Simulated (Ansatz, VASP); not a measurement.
# Au in VASP and in Ansatz

```xyz
1
Lattice="0.0000 1.9637 1.9637 1.9637 0.0000 1.9637 1.9637 1.9637 0.0000" Properties=species:S:1:pos:R:3 pbc="T T T"
Au    0.0000    0.0000    0.0000
```

Change from the starting cell: strain -0.040 along x and y, -0.040 along z, atoms carried along.

Alike in both runs: task single point; functional PBE; k mesh 20 × 20 × 20; occupations gaussian, width 0.15 eV; no spin polarisation.

|  | VASP | Ansatz |
| --- | --- | --- |
| version | VASP 6.6.1 | Ansatz 0.2.0 |
| potentials or method | VASP PAW PBE potentials, release 64 (Au), cutoff 520 eV | scalar-relativistic, plane waves, PAW |
| valence electrons in the cell | 11 | 19 |

Ansatz gave:

| Quantity | Value |
| --- | --- |
| gap on the k mesh at the Fermi level (eV) | none |
| pressure (GPa) | 39.4 |

Task: Estimate VASP's values.

Result: gap on the k mesh at the Fermi level (eV): none; pressure (GPa): 39.0.

A gap of «none» marks a metal or a gap that the smearing closes. Both programs put the cell under a high pressure, so it lies far from rest at this level. The functional is the same, so the differences come from potentials, cutoffs and numerics. VASP's potentials hold 11 valence electrons a cell and Ansatz's 19, so a difference there can come from the potentials and not from the codes.

Neither program's run includes spin-orbit coupling.
